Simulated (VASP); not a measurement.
A run of VASP 6.6.1:

Contents of INCAR:

```
SYSTEM = Cu
PREC = Accurate
ENCUT = 520
EDIFF = 1E-6
ISMEAR = 0
SIGMA = 0.1
LREAL = .FALSE.
LASPH = .TRUE.
NELM = 100
ALGO = Normal
ISIF = 2
LWAVE = .FALSE.
LCHARG = .FALSE.
GGA = PE
NBANDS = 12
```

KPOINTS

```
Automatic mesh
0
G
  8 8 8
  0 0 0
```

POSCAR

```
Cu
1.0
    2.2884509792      0.0000000000      0.0000000000
    0.0000000000      2.2884509792      0.0000000000
    0.0000000000      0.0000000000      2.2884509792
Cu
1
Direct
    0.0000000000      0.0000000000      0.0000000000
```

Potentials or basis: VASP PAW PBE potentials, release 64 (Cu).

Command:

```bash
$ cat potpaw_PBE.64/Cu/POTCAR > POTCAR
$ mpirun -np 1 vasp_std > vasp.out
```

Hardware: 1 thread of AMD EPYC 9R45 96-Core Processor (Zen 5), on a shared host.

Q: Estimate the wall time of this run.

A: It took 3.3 s on 1 thread of AMD EPYC 9R45 96-Core Processor (Zen 5), with other jobs on the host, peak memory 0.09 GiB. Counts: scf iterations 12, k points 35.
